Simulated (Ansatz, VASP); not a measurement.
## P: VASP beside Ansatz

File INCAR:

```
PREC = Accurate
ENCUT = 520
EDIFF = 1E-7
ISMEAR = 0
SIGMA = 0.05
LREAL = F
LASPH = T
NELM = 60
ALGO = Normal
ISIF = 2
LWAVE = F
LCHARG = F
GGA = PE
IVDW = 12
NBANDS = 8
```

KPOINTS

```
regular mesh
0
Gamma
  22 22 22
```

File POSCAR:

```
P
1.0
   -1.4572200272      1.4572200272      1.4572200272
    1.4572200272     -1.4572200272      1.4572200272
    1.4572200272      1.4572200272     -1.4572200272
P
1
Direct
    0.0000000000      0.0000000000      0.0000000000
```

Input for Ansatz:

```yaml
crystal:
  lattice:
    - [-1.4572200272, 1.4572200272, 1.4572200272]
    - [1.4572200272, -1.4572200272, 1.4572200272]
    - [1.4572200272, 1.4572200272, -1.4572200272]
  atoms:
    - { symbol: P, position: [0.0, 0.0, 0.0] }
basis:
  ecutwfc: 420
  ecutrho_ratio: 4
kpoints:
  mp_grid: { grid: [22, 22, 22] }
hamiltonian:
  xc: pbe
  dispersion: d3bj
scf:
  occupations: { method: gaussian, width: 0.05 }
output:
  forces: true
  stress: true
  eigenvalues: true
```

Alike in both runs: task single point; functional PBE; dispersion D3(BJ); k mesh 22 × 22 × 22; occupations gaussian, width 0.05 eV; no spin polarisation.

|  | VASP | Ansatz |
| --- | --- | --- |
| version | VASP 6.6.1 | Ansatz 0.2.0 |
| potentials or method | VASP PAW PBE potentials, release 64 (P), cutoff 520 eV | scalar-relativistic, plane waves, PAW |
| valence electrons in the cell | 5 | 5 |

```csv
,VASP,Ansatz,Ansatz less VASP
gap on the k mesh at the Fermi level (eV),none,none,-
pressure (GPa),9.8,10.2,+0.37
```

A gap of «none» marks a metal or a gap that the smearing closes.
